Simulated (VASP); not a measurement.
Set up this calculation in VASP 6.6.1, as the native input.

| Quantity | Value |
| --- | --- |
| Task | single point |
| Functional | PBEsol |
| Potentials or basis | VASP PAW PBE potentials, release 64 (Ga_d, N) |
| Cutoff | 520 eV |
| k mesh | 8 × 8 × 4 |
| Occupations | gaussian, width 0.01 eV |
| Spin | non-collinear spin, zero start, spin-orbit coupling |
| Starting moments | [[0.0, 0.0, 0.0], [0.0, 0.0, 0.0], [0.0, 0.0, 0.0], [0.0, 0.0, 0.0]] μB |
| Dipole correction | no |
| Further INCAR settings | ALGO = Normal; EDIFF = 1e-06; NBANDS = 50 |

The structure of GaN lies in POSCAR:

```
GaN
1.0
    3.1939374328      0.0000000000      0.0000000000
   -1.5969687164      2.7660309549      0.0000000000
    0.0000000000      0.0000000000      5.2034256327
Ga N
2 2
Direct
    0.3333333333      0.6666666667     -0.0008261308
    0.6666666667      0.3333333333      0.4991738692
    0.3333333333      0.6666666667      0.3758261308
    0.6666666667      0.3333333333      0.8758261308
```

The input as run:

INCAR

```
SYSTEM = GaN
PREC = Accurate
ENCUT = 520
EDIFF = 1E-6
ISMEAR = 0
SIGMA = 0.01
LREAL = .FALSE.
LASPH = .TRUE.
NELM = 150
ALGO = Normal
ISIF = 2
LWAVE = .FALSE.
LCHARG = .TRUE.
MAGMOM = 0 0 0 0 0 0 0 0 0 0 0 0
LORBIT = 11
LSORBIT = .TRUE.
GGA_COMPAT = .FALSE.
LORBMOM = .TRUE.
GGA = PS
LVHAR = .TRUE.
NBANDS = 50
```

KPOINTS

```
regular mesh
0
G
  8 8 4
  0 0 0
```

Potentials or basis: VASP PAW PBE potentials, release 64 (Ga_d, N).

Command:

```console
$ cat potpaw_PBE.64/Ga_d/POTCAR potpaw_PBE.64/N/POTCAR > POTCAR
$ mpirun -np 1 vasp_ncl > vasp.out
```

Results of the run:

```yaml
Pressure: -2.1 GPa
Net_moment: 0.00 μB per cell
Valence_electrons_inside_the_program's_atomic_spheres: Ga 11.86; N 3.72
```

Caveat: the PAW data sets were made with another functional, which shifts forces and pressure a little.

Run time: 110 s on 1 thread of Intel(R) Xeon(R) Platinum 8488C (Sapphire Rapids), with other jobs on the host, peak memory 0.31 GiB.
